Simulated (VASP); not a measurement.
# Mg (I4/mmm) in VASP: single point with r2SCAN

Aim: the single point of Mg with r2SCAN.

All numbers are computed with VASP 6.6.1; they aren't measurements. Logs are shortened: lines on timing, memory, paths and dates and some standing lists are left out, and cuts for length are marked.

### 1 The cell of the first run

It takes space group I4/mmm (No. 139, tetragonal). Conventional cell: a = 3.672 Å, b = 3.672 Å, c = 3.359 Å, α = 90.00°, β = 90.00°, γ = 90.00°. Within 4.1 Å of Mg (site symmetry 4/mmm) lie 14 Mg at 3.09 to 3.67 Å.

### 2 Single point, r2SCAN

Input file POSCAR:

```
Mg
1.0
   -1.8359916300      1.8359916300      1.6794040200
    1.8359916300     -1.8359916300      1.6794040200
    1.8359916300      1.8359916300     -1.6794040200
Mg
1
Direct
    0.0000000000      0.0000000000      0.0000000000
```

Input file INCAR.step1:

```
PREC = Accurate
ENCUT = 660
ISMEAR = 0
SIGMA = 0.1
LREAL = False
LASPH = True
NELM = 120
NBANDS = 7
GGA = PE
ALGO = Normal
EDIFF = 1E-5
LWAVE = True
LCHARG = False
GGA_COMPAT = False
```

Input file INCAR.step2:

```
PREC = Accurate
ENCUT = 660
EDIFF = 1E-6
ISMEAR = 0
SIGMA = 0.1
LREAL = False
LASPH = True
NELM = 120
ALGO = Normal
ISIF = 2
LWAVE = False
LCHARG = False
METAGGA = R2SCAN
LMIXTAU = True
NBANDS = 7
ISTART = 1
GGA_COMPAT = False
```

Input file KPOINTS:

```
regular mesh
0
Gamma
  8 8 8
```

Potentials or basis: VASP PAW PBE potentials, release 64 (Mg).

Started as:

```bash
$ cat potpaw_PBE.64/Mg/POTCAR > POTCAR
$ cp INCAR.step1 INCAR
$ mpirun -np 1 vasp_std > vasp.out
$ cp INCAR.step2 INCAR
$ mpirun -np 1 vasp_std > vasp.out
```

OUTCAR:

```text
PREC = Accurate
   ENCUT = 660
   EDIFF = 1E-6
   ISMEAR = 0
   LREAL = False
   LASPH = True
   NELM = 120
   ISIF = 2
   METAGGA = R2SCAN
   ISTART = 1

 ion  position               nearest neighbor table
   1  0.000  0.000  0.000-

  LATTYP: Found a body centered tetragonal cell.
 ALAT       =     3.6719832600
 C/A-ratio  =     0.9147122419

  Lattice vectors:

 A1 = (  -1.8359916300,   1.8359916300,   1.6794040200)
 A2 = (   1.8359916300,  -1.8359916300,   1.6794040200)
 A3 = (   1.8359916300,   1.8359916300,  -1.6794040200)

Analysis of symmetry for initial positions (statically):
=====================================================================
 Subroutine PRICEL returns:
 Original cell was already a primitive cell.

 Routine SETGRP: Setting up the symmetry group for a
 body centered tetragonal supercell.

 Subroutine GETGRP returns: Found 16 space group operations
 (whereof 16 operations were pure point group operations)
 out of a pool of 16 trial point group operations.

The static configuration has the point symmetry D_4h.

Analysis of symmetry for dynamics (positions and initial velocities):
=====================================================================
 Subroutine PRICEL returns:
 Original cell was already a primitive cell.

 Routine SETGRP: Setting up the symmetry group for a
 body centered tetragonal supercell.

 Subroutine GETGRP returns: Found 16 space group operations
 (whereof 16 operations were pure point group operations)
 out of a pool of 16 trial point group operations.

The dynamic configuration has the point symmetry D_4h.

 Subroutine INISYM returns: Found 16 space group operations
 (whereof 16 operations are pure point group operations),
 and found     1 'primitive' translations

----------------------------------------------------------------------------------------

                                     Primitive cell

  volume of cell :      22.6442

  direct lattice vectors                    reciprocal lattice vectors
    -1.835991630  1.835991630  1.679404020     0.000000000  0.272332396  0.297724665
     1.835991630 -1.835991630  1.679404020     0.272332396  0.000000000  0.297724665
     1.835991630  1.835991630 -1.679404020     0.272332396  0.272332396  0.000000000

  length of vectors
     3.092269133  3.092269133  3.092269133     0.403490905  0.403490905  0.385136168

  position of ions in fractional coordinates (direct lattice)
     0.000000000  0.000000000  0.000000000

  ion indices of the primitive-cell ions
   primitive index   ion index
                 1           1

----------------------------------------------------------------------------------------

 KPOINTS: regular mesh

Automatic generation of k-mesh.
 Grid dimensions read from file:
 generate k-points for:    8    8    8

 Generating k-lattice:

  Cartesian coordinates                     Fractional coordinates (reciprocal lattice)
     0.000000000  0.034041550  0.037215583     0.125000000  0.000000000  0.000000000
     0.034041550  0.000000000  0.037215583     0.000000000  0.125000000  0.000000000
     0.034041550  0.034041550  0.000000000     0.000000000  0.000000000  0.125000000

  Length of vectors
     0.050436363  0.050436363  0.048142021

  Shift w.r.t. Gamma in fractional coordinates (k-lattice)
     0.000000000  0.000000000  0.000000000

 Subroutine IBZKPT returns following result:
 ===========================================

 Found     59 irreducible k-points:

 Following reciprocal coordinates:
            Coordinates               Weight
  0.000000  0.000000  0.000000      1.000000
  0.125000 -0.000000  0.000000      8.000000
  0.250000 -0.000000  0.000000      8.000000
  0.375000  0.000000  0.000000      8.000000
  0.500000 -0.000000  0.000000      4.000000
  0.125000  0.125000  0.000000      8.000000
[... 16 lines left out ...]
  0.250000  0.125000  0.125000     16.000000
  0.375000  0.125000  0.125000      8.000000
 [... further k-points ...]
   k-points           NKPTS =     59   k-points in BZ     NKDIM =     59   number of bands    NBANDS=      7
   number of dos      NEDOS =    301   number of ions     NIONS =      1
   total plane-waves  NPLWV =  21952
   dimension x,y,z NGX =    28 NGY =   28 NGZ =   28
   dimension x,y,z NGXF=    56 NGYF=   56 NGZF=   56
   ions per type =               1
   NGX,Y,Z   is equivalent  to a cutoff of  15.05, 15.05, 15.05 a.u.
   NGXF,Y,Z  is equivalent  to a cutoff of  30.11, 30.11, 30.11 a.u.
 SYSTEM =  unknown system
   PREC   = accura    normal or accurate (medium, high low for compatibility)
   ISTART =      1    job   : 0-new  1-cont  2-samecut
   ICHARG =      0    charge: 1-file 2-atom 10-const
   ISPIN  =      1    spin polarized calculation?
   LNONCOLLINEAR =      F non collinear calculations
   LSORBIT =      F    spin-orbit coupling
   LASPH  =      T    aspherical Exc in radial PAW
   ENCUT  =  660.0 eV  48.51 Ry    6.96 a.u.   6.48  6.48  6.48*2*pi/ulx,y,z
   NELM   =    120;   NELMIN=  2; NELMDL=  0     # of ELM steps
   EDIFF  = 0.1E-05   stopping-criterion for ELM
   LREAL  =      F    real-space projection
   EDIFFG = 0.1E-04   stopping-criterion for IOM
   NSW    =      0    number of steps for IOM
   IBRION =     -1    ionic relax: 0-MD 1-quasi-New 2-CG
   NFREE  =      0    steps in history (QN), initial steepest desc. (CG)
   ISIF   =      2    stress and relaxation
   ISYM   =      2    0-nonsym 1-usesym 2-fastsym
   POTIM  = 0.5000    time-step for ionic-motion
   TEBEG  =    0.0;   TEEND  =   0.0 temperature during run
   PSTRESS=    0.0 pullay stress
   NELECT =       2.0000    total number of electrons
   NUPDOWN=      -1.0000    fix difference up-down
   EMIN   =  10.00;   EMAX   =-10.00  energy-range for DOS
   EFERMI =   0.00;   METHOD = LEGACY
   ISMEAR =     0;   SIGMA  =   0.10  broadening in eV -4-tet -1-fermi 0-gaus
   EFERMI_NEDOS =   21; number of points for ismear=-14 and -15
   IALGO  =     38    algorithm
   IMIX   =      4    mixing-type and parameters
     AMIX     =   0.40;   BMIX     =  1.00
     AMIX_MAG =   1.60;   BMIX_MAG =  1.00
  volume/ion in A,a.u.               =      22.64       152.81
  Fermi-wavevector in a.u.,A,eV,Ry     =   0.729065  1.377732  7.231974  0.531535
  Thomas-Fermi vector in A             =   1.820694
   LORBIT       =      0    0 simple, 1 ext, 2 COOP (PROOUT), +10 PAW based schemes
   METAGGA = R2SCAN    functional components
   LHFCALC =     F    Hartree Fock is set to
   AEXX    =    0.0000 exact exchange contribution
   IVDW    =     0    specifies the selected vdW correction
   LEPSILON=     F    determine dielectric tensor
   LRPA    =     F    only Hartree local field effects (RPA)
 non-spin polarized calculation
 Gauss-broadening in eV      SIGMA  =   0.10
  energy-cutoff  :      660.00
  volume of cell :       22.64
 maximum number of plane-waves:       895
 NGX is ok and might be reduce to    28
   NGX = 13   NGY = 13   NGZ = 13

 number of electron       2.0000000 magnetization

 Free energy of the ion-electron system (eV)
  ---------------------------------------------------
  ext. energy  EPLUGINS =         0.00000000
  ---------------------------------------------------
  free energy    TOTEN  =        -4.12312080 eV

  energy without entropy =       -4.12194561  energy(sigma->0) =       -4.12253320

 E-fermi :   2.7620     XC(G=0):  -9.0840

 val. band max:        2.5860782541   @ k =   0.3750   0.3750   0.0000
 cond. band min:       2.7950870611   @ k =   0.3750   0.1250   0.1250
 fundamental gap:      0.2090088070
 Fermi energy:         2.7620048586

 k-point     1 :       0.0000    0.0000    0.0000
  band No.  band energies     occupation
      1      -4.7274      2.00000
      2      15.5013      0.00000
      3      17.4990      0.00000
      4      17.4990      0.00000
      5      17.8310      0.00000
      6      18.2305      0.00000
      7      18.2305      0.00000

 k-point     2 :       0.1250   -0.0000    0.0000
  band No.  band energies     occupation
      1      -4.3193      2.00000
      2      13.8830      0.00000
      3      14.2215      0.00000
      4      15.8353      0.00000
      5      16.0512      0.00000
      6      18.0816      0.00000
      7      19.6499      0.00000

 k-point     3 :       0.2500   -0.0000    0.0000
  band No.  band energies     occupation
      1      -3.1054      2.00000
      2       9.2397      0.00000
      3      12.7218      0.00000
      4      13.9747      0.00000
      5      14.4604      0.00000
      6      16.5582      0.00000
      7      20.6406      0.00000

 k-point     4 :       0.3750    0.0000    0.0000
  band No.  band energies     occupation
      1      -1.1195      2.00000
      2       5.1490      0.00000
      3      11.7656      0.00000
      4      12.8334      0.00000
      5      13.4937      0.00000
      6      15.4782      0.00000
      7      21.9335      0.00000

 k-point     5 :       0.5000   -0.0000    0.0000
  band No.  band energies     occupation
      1       1.2043      2.00000
      2       2.1215      2.00000
      3      11.4388      0.00000
      4      12.4558      0.00000
      5      13.1748      0.00000
      6      15.0877      0.00000
      7      23.2191      0.00000
[... 161 lines left out ...]
 k-point    22 :       0.1250    0.1250    0.1250
  band No.  band energies     occupation
      1      -2.3756      2.00000
      2       8.5763      0.00000
      3       9.5711      0.00000
      4      11.0107      0.00000
      5      19.1871      0.00000
      6      19.9721      0.00000
      7      20.6575      0.00000

 k-point    23 :       0.2500    0.1250    0.1250
  band No.  band energies     occupation
      1      -0.4074      2.00000
      2       5.7263      0.00000
      3       7.7232      0.00000
      4       9.4470      0.00000
      5      18.8547      0.00000
      6      19.8002      0.00000
      7      22.5616      0.00000

 k-point    24 :       0.3750    0.1250    0.1250
  band No.  band energies     occupation
      1       1.8859      2.00000
      2       2.7951      0.63989
      3       7.3697      0.00000
      4       8.9935      0.00000
      5      18.6005      0.00000
      6      19.4934      0.00000
      7      23.8669      0.00000

 [... further k-points ...]

------------------------ aborting loop because EDIFF is reached ----------------------------------------

  FORCE on cell =-STRESS in cart. coord.  units (eV):
  Direction    XX          YY          ZZ          XY          YZ          ZX
  --------------------------------------------------------------------------------------
  -------------------------------------------------------------------------------------
  Total       -0.0497575     -0.0497575     -0.0588898      0.0000000     -0.0000000      0.0000000
  in kB       -3.5205662     -3.5205662     -4.1667186      0.0000000     -0.0000000      0.0000000
  external PRESSURE =      -3.7359503 kB  Pullay stress =       0.0000000 kB

 VOLUME and BASIS-vectors are now :
 -----------------------------------------------------------------------------
  energy-cutoff  :      660.00
  volume of cell :       22.64
      direct lattice vectors                 reciprocal lattice vectors
    -1.835991630  1.835991630  1.679404020     0.000000000  0.272332396  0.297724665
     1.835991630 -1.835991630  1.679404020     0.272332396  0.000000000  0.297724665
     1.835991630  1.835991630 -1.679404020     0.272332396  0.272332396  0.000000000

 POSITION                                       TOTAL-FORCE (eV/Angst)
 -----------------------------------------------------------------------------------
      0.00000      0.00000      0.00000         0.000000      0.000000      0.000000
 -----------------------------------------------------------------------------------
    total drift:                                0.000000      0.000000      0.000000

  FREE ENERGIE OF THE ION-ELECTRON SYSTEM (eV)
  ---------------------------------------------------
  free  energy   TOTEN  =        -4.1231207954 eV

  energy  without entropy=       -4.1219456107  energy(sigma->0) =       -4.12253320
```

Wall time 39 s (1 thread of AMD EPYC 7R13 (Zen 3), shared host); peak memory 0.13 GiB.

Results:

| Property | Result |
| --- | --- |
| Free energy | -4.1231 eV |
| Pressure | -0.4 GPa |
| Band gap on the k mesh | zero (bands 1 and 2 overlap by 4.74 eV) |

Caveat: the PAW data sets were made with another functional, which shifts forces and pressure a little.

The gap in the log of VASP goes by the Fermi energy; the results here count the filled bands.